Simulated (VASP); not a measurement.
# AlNi: single point with PBE

AlNi:

```
CELL_PARAMETERS angstrom
2.88723 0.00000 0.00000
0.00000 2.88723 0.00000
0.00000 0.00000 2.88723
ATOMIC_POSITIONS crystal
Al 0.50000 0.50000 0.50000
Ni 0.00000 0.00000 0.00000
```

| Quantity | Value |
| --- | --- |
| Program | VASP 6.6.1 |
| Task | single point |
| Functional | PBE |
| Potentials or basis | VASP PAW PBE potentials, release 64 (Al, Ni) |
| Cutoff | 520 eV |
| k mesh | 14 × 14 × 14 |
| Occupations | gaussian, width 0.1 eV |
| Spin | no spin polarisation |

- Pressure: 1.0 GPa
- Band gap on the k mesh: zero (an odd number of electrons rules out a gap without spin polarisation)

Levels at points of the mesh, in eV from the Fermi level:
```
           k point  band 3  band 4  band 5  band 6  band 7  band 8  band 9  band 10  band 11  band 12
(0.00, 0.00, 0.00)   -3.16   -1.50   -1.50   -1.50    5.50    5.50    5.50     8.13     8.13    13.66
(0.50, 0.00, 0.00)   -2.69   -2.19   -2.19   -1.41   -0.61    8.30   10.02    10.02    10.85    10.85
(0.50, 0.50, 0.00)   -2.84   -2.84   -2.02   -2.02   -0.97    1.50    2.47    12.23    15.11    15.11
(0.50, 0.50, 0.50)   -4.03   -0.94   -0.94    2.04    2.04    2.04    3.66     4.45     4.45     4.45
```

Wall time 39 s on 1 thread of Intel Xeon 8259CL, on a shared host, peak memory 0.17 GiB.

Spin polarisation is off, so any magnetic state and its effect on volume and gap are missing.
